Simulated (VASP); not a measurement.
Crystal: AgBr.

```
Ag Br
1.0
     0.00000    2.92166    2.92166
     2.92166    0.00000    2.92166
     2.92166    2.92166    0.00000
Ag Br
1 1
Cartesian
  0.0000 0.0000 0.0000
  2.9217 2.9217 2.9217
```

* Program: VASP 6.6.1
* Task: relaxation of cell and atoms
* Functional: PBEsol
* Potentials or basis: VASP PAW PBE potentials, release 64 (Ag, Br)
* Cutoff: 500 eV
* k mesh: 8 × 8 × 8
* Occupations: fermi-dirac, width 0.02 eV
* Spin: no spin polarisation

At the start: pressure -3.7 GPa; volume 24.94 Å³/atom.

Q: Where does the relaxation end?

A: Over 3 steps the energy falls by 26.7 meV/atom and the volume is 22.82 Å³/atom (-8.5 %); space group Fm-3m (No. 225, to 0.05 Å).

The path:
```csv
step,energy change (eV),largest force (eV/Å),pressure (GPa),volume (Å³)
1,0.0000,0.0000,-3.66,49.88
2,-0.0532,0.0000,-0.28,45.88
3,-0.0534,0.0000,-0.01,45.64
```

Final structure:
```
Ag Br
1.0
     0.00000    2.83636    2.83636
     2.83636    0.00000    2.83636
     2.83636    2.83636    0.00000
Ag Br
1 1
Cartesian
  0.0000 0.0000 0.0000
  2.8364 2.8364 2.8364
```

Caveat: the PAW data sets were made with another functional, which shifts forces and pressure a little.
